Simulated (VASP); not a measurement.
# CO2 (nc.b) (Pa-3) in VASP: relaxation of the atoms with PBE+D3(BJ)

Aim: the relaxation of the atoms of CO2 (nc.b) with PBE+D3(BJ).

Program: VASP 6.6.1. These are calculated values, not measurements. Logs are shortened: lines on timing, memory, paths and dates and some standing lists are left out, and cuts for length are marked.

### 1 The cell of the first run

Symmetry: Pa-3, No. 205, cubic system. The conventional cell has a = 5.765 Å, b = 5.765 Å, c = 5.765 Å, α = 90.00°, β = 90.00°, γ = 90.00°. Within 1.6 Å of C (site symmetry -3) lie 2 O at 1.18 Å. Within 1.6 Å of O (site symmetry 3) lie 1 C at 1.18 Å.

### 2 Relaxation of the atoms, PBE+D3(BJ) (volume scaled by 1.03)

File INCAR:

```
ALGO = Normal ; EDIFF = 1E-7
EDIFFG = -0.01 ; ENCUT = 520
GGA = PE ; GGA_COMPAT = F
IBRION = 2 ; ISIF = 2
ISMEAR = 0 ; IVDW = 12
LASPH = T ; LCHARG = F
LREAL = F ; LWAVE = F
NELM = 120 ; NELMIN = 4
NSW = 50 ; PREC = Accurate
SIGMA = 0.02
```

File KPOINTS:

```
k-points
0
Gamma
  4 4 4
```

File POSCAR:

```
CO2
1.0
    5.7648638750      0.0000000000      0.0000000000
    0.0000000000      5.7648638750      0.0000000000
    0.0000000000      0.0000000000      5.7648638750
C O
4 8
Direct
    0.0000000000      0.0000000000      0.0000000000
    0.5000000000      0.0000000000      0.5000000000
    0.5000000000      0.5000000000      0.0000000000
    0.0000000000      0.5000000000      0.5000000000
    0.1181540715      0.1181540715      0.1181540715
    0.3818459285      0.8818459285      0.6181540715
    0.6181540715      0.3818459285      0.8818459285
    0.8818459285      0.6181540715      0.3818459285
    0.8818459285      0.8818459285      0.8818459285
    0.6181540715      0.1181540715      0.3818459285
    0.3818459285      0.6181540715      0.1181540715
    0.1181540715      0.3818459285      0.6181540715
```

Potentials or basis: VASP PAW PBE potentials, release 64 (C, O).

On the command line:

```
> cat potpaw_PBE.64/C/POTCAR potpaw_PBE.64/O/POTCAR > POTCAR
> mpirun -np 1 vasp_std > vasp.out
```

OUTCAR:

```text
EDIFF = 1E-7
   EDIFFG = -0.01
   ENCUT = 520
   GGA = PE
   IBRION = 2
   ISIF = 2
   ISMEAR = 0
   IVDW = 12
   LASPH = T
   LREAL = F
   NELM = 120
   NELMIN = 4
   NSW = 50
   PREC = Accurate
 IVDW          = 12

 ion  position               nearest neighbor table
   1  0.000  0.000  0.000-   5 1.18   9 1.18
   2  0.500  0.000  0.500-   6 1.18  10 1.18
   3  0.500  0.500  0.000-   7 1.18  11 1.18
   4  0.000  0.500  0.500-   8 1.18  12 1.18
   5  0.118  0.118  0.118-   1 1.18
   6  0.382  0.882  0.618-   2 1.18
   7  0.618  0.382  0.882-   3 1.18
   8  0.882  0.618  0.382-   4 1.18
   9  0.882  0.882  0.882-   1 1.18
  10  0.618  0.118  0.382-   2 1.18
  11  0.382  0.618  0.118-   3 1.18
  12  0.118  0.382  0.618-   4 1.18

  LATTYP: Found a simple cubic cell.
 ALAT       =     5.7648638750

  Lattice vectors:

 A1 = (   5.7648638750,   0.0000000000,   0.0000000000)
 A2 = (   0.0000000000,   5.7648638750,   0.0000000000)
 A3 = (   0.0000000000,   0.0000000000,   5.7648638750)

Analysis of symmetry for initial positions (statically):
=====================================================================
 Subroutine PRICEL returns:
 Original cell was already a primitive cell.

 Routine SETGRP: Setting up the symmetry group for a
 simple cubic supercell.

 Subroutine GETGRP returns: Found 24 space group operations
 (whereof  6 operations were pure point group operations)
 out of a pool of 48 trial point group operations.

The static configuration has the point symmetry S_6 .
 The point group associated with its full space group is T_h .

Analysis of symmetry for dynamics (positions and initial velocities):
=====================================================================
 Subroutine PRICEL returns:
 Original cell was already a primitive cell.

 Routine SETGRP: Setting up the symmetry group for a
 simple cubic supercell.

 Subroutine GETGRP returns: Found 24 space group operations
 (whereof  6 operations were pure point group operations)
 out of a pool of 48 trial point group operations.

The dynamic configuration has the point symmetry S_6 .
 The point group associated with its full space group is T_h .

 Subroutine INISYM returns: Found 24 space group operations
 (whereof  6 operations are pure point group operations),
 and found     1 'primitive' translations

----------------------------------------------------------------------------------------

                                     Primitive cell

  volume of cell :     191.5875

  direct lattice vectors                    reciprocal lattice vectors
[... 71 lines left out ...]
  0.250000  0.250000  0.250000      8.000000
  0.500000  0.250000  0.250000     12.000000
  0.500000  0.500000  0.250000      6.000000
  0.500000  0.500000  0.500000      1.000000
   k-points           NKPTS =     11   k-points in BZ     NKDIM =     11   number of bands    NBANDS=     39
   number of dos      NEDOS =    301   number of ions     NIONS =     12
   total plane-waves  NPLWV = 110592
   dimension x,y,z NGX =    48 NGY =   48 NGZ =   48
   dimension x,y,z NGXF=    96 NGYF=   96 NGZF=   96
   ions per type =               4   8
   NGX,Y,Z   is equivalent  to a cutoff of  13.84, 13.84, 13.84 a.u.
   NGXF,Y,Z  is equivalent  to a cutoff of  27.68, 27.68, 27.68 a.u.
 SYSTEM =  unknown system
   PREC   = accura    normal or accurate (medium, high low for compatibility)
   ISTART =      0    job   : 0-new  1-cont  2-samecut
   ICHARG =      2    charge: 1-file 2-atom 10-const
   ISPIN  =      1    spin polarized calculation?
   LNONCOLLINEAR =      F non collinear calculations
   LSORBIT =      F    spin-orbit coupling
   LASPH  =      T    aspherical Exc in radial PAW
   ENCUT  =  520.0 eV  38.22 Ry    6.18 a.u.  10.72 10.72 10.72*2*pi/ulx,y,z
   NELM   =    120;   NELMIN=  4; NELMDL= -5     # of ELM steps
   EDIFF  = 0.1E-06   stopping-criterion for ELM
   LREAL  =      F    real-space projection
   EDIFFG = -.1E-01   stopping-criterion for IOM
   NSW    =     50    number of steps for IOM
   IBRION =      2    ionic relax: 0-MD 1-quasi-New 2-CG
   NFREE  =      1    steps in history (QN), initial steepest desc. (CG)
   ISIF   =      2    stress and relaxation
   ISYM   =      2    0-nonsym 1-usesym 2-fastsym
   POTIM  = 0.5000    time-step for ionic-motion
   TEBEG  =    0.0;   TEEND  =   0.0 temperature during run
   PSTRESS=    0.0 pullay stress
   NELECT =      64.0000    total number of electrons
   NUPDOWN=      -1.0000    fix difference up-down
   EMIN   =  10.00;   EMAX   =-10.00  energy-range for DOS
   EFERMI =   0.00;   METHOD = LEGACY
   ISMEAR =     0;   SIGMA  =   0.02  broadening in eV -4-tet -1-fermi 0-gaus
   EFERMI_NEDOS =   21; number of points for ismear=-14 and -15
   IALGO  =     38    algorithm
   IMIX   =      4    mixing-type and parameters
     AMIX     =   0.40;   BMIX     =  1.00
     AMIX_MAG =   1.60;   BMIX_MAG =  1.00
  volume/ion in A,a.u.               =      15.97       107.74
  Fermi-wavevector in a.u.,A,eV,Ry     =   1.135915  2.146568 17.555631  1.290302
  Thomas-Fermi vector in A             =   2.272620
   LORBIT       =      0    0 simple, 1 ext, 2 COOP (PROOUT), +10 PAW based schemes
   GGA     = PE    functional components
   LHFCALC =     F    Hartree Fock is set to
   AEXX    =    0.0000 exact exchange contribution
   IVDW    =    12    specifies the selected vdW correction
   LEPSILON=     F    determine dielectric tensor
   LRPA    =     F    only Hartree local field effects (RPA)
 conjugate gradient relaxation of ions
 non-spin polarized calculation
 Gauss-broadening in eV      SIGMA  =   0.02
  energy-cutoff  :      520.00
  volume of cell :      191.59
 maximum number of plane-waves:      5232
 NGX is ok and might be reduce to    48
   NGX = 21   NGY = 21   NGZ = 21

--------------------------------------- Ionic step        1  -------------------------------------------

 number of electron      63.9999996 magnetization

 Free energy of the ion-electron system (eV)
  ---------------------------------------------------
  ext. energy  EPLUGINS =         0.00000000
  ---------------------------------------------------
  free energy    TOTEN  =       -92.22099222 eV

  energy without entropy =      -92.22099222  energy(sigma->0) =      -92.22099222

------------------------ aborting loop because EDIFF is reached ----------------------------------------

 Edisp (eV)   -0.76253

 E8    (eV) :    -0.1933
[... 91 lines left out ...]
--------------------------------------- Ionic step        3  -------------------------------------------

 number of electron      63.9999998 magnetization

 Free energy of the ion-electron system (eV)
  ---------------------------------------------------
  ext. energy  EPLUGINS =         0.00000000
  ---------------------------------------------------
  free energy    TOTEN  =       -92.23020040 eV

  energy without entropy =      -92.23020040  energy(sigma->0) =      -92.23020040

 E-fermi :  -3.9377     XC(G=0):  -7.5109

 val. band max:       -4.0799067662   @ k =   0.0000   0.0000   0.0000
 cond. band min:       2.5735709605   @ k =   0.0000   0.0000   0.0000
 fundamental gap:      6.6534777267
 Fermi energy:        -3.9376748831

 k-point     1 :       0.0000    0.0000    0.0000
  band No.  band energies     occupation
      1     -24.5137      2.00000
      2     -24.3569      2.00000
      3     -24.3569      2.00000
      4     -24.3569      2.00000
      5     -23.4087      2.00000
      6     -23.4087      2.00000
[... 494 lines left out ...]
  FREE ENERGIE OF THE ION-ELECTRON SYSTEM (eV)
  ---------------------------------------------------
  free  energy   TOTEN  =       -92.9924137650 eV

  energy  without entropy=      -92.9924137650  energy(sigma->0) =      -92.99241377

 reached required accuracy - stopping structural energy minimisation
```

Run time: 8.1 min. Hardware: 1 thread of Intel Xeon 8259CL, shared host; peak memory 0.36 GiB.

What came out:

- Free energy: -92.9924 eV
- Energy gained by relaxing: 0.7 meV/atom
- Ionic steps: 3
- Pressure after relaxing: -0.4 GPa
- Band gap on the k mesh: 6.65 eV, direct
- Dispersion energy per atom: -0.064 eV

Step by step:
| step | energy change (eV) | largest force (eV/Å) | pressure (GPa) |
| --- | --- | --- | --- |
| 1 | 0.0000 | 0.4730 | -1.58 |
| 2 | 0.1330 | 1.9955 | 4.68 |
| 3 | -0.0089 | 0.0007 | -0.36 |

Final structure:
```
CELL_PARAMETERS angstrom
5.76486 0.00000 0.00000
0.00000 5.76486 0.00000
0.00000 0.00000 5.76486
ATOMIC_POSITIONS crystal
C 0.00000 0.00000 0.00000
C 0.50000 0.00000 0.50000
C 0.50000 0.50000 0.00000
C 0.00000 0.50000 0.50000
O 0.11769 0.11769 0.11769
O 0.38231 0.88231 0.61769
O 0.61769 0.38231 0.88231
O 0.88231 0.61769 0.38231
O 0.88231 0.88231 0.88231
O 0.61769 0.11769 0.38231
O 0.38231 0.61769 0.11769
O 0.11769 0.38231 0.61769
```

Levels at points of the mesh, in eV from the valence-band top:
| k point | band 30 | band 31 | band 32 | band 33 | band 34 | band 35 |
| --- | --- | --- | --- | --- | --- | --- |
| (0.00, 0.00, 0.00) | -0.16 | 0.00 | 0.00 | 6.65 | 7.98 | 7.98 |
| (0.50, 0.00, 0.00) | -0.25 | -0.06 | -0.06 | 7.92 | 7.92 | 8.04 |
| (0.50, 0.50, 0.00) | -0.23 | -0.23 | -0.23 | 7.91 | 7.91 | 7.91 |
| (0.50, 0.50, 0.50) | -0.26 | -0.26 | -0.26 | 7.93 | 7.93 | 7.93 |
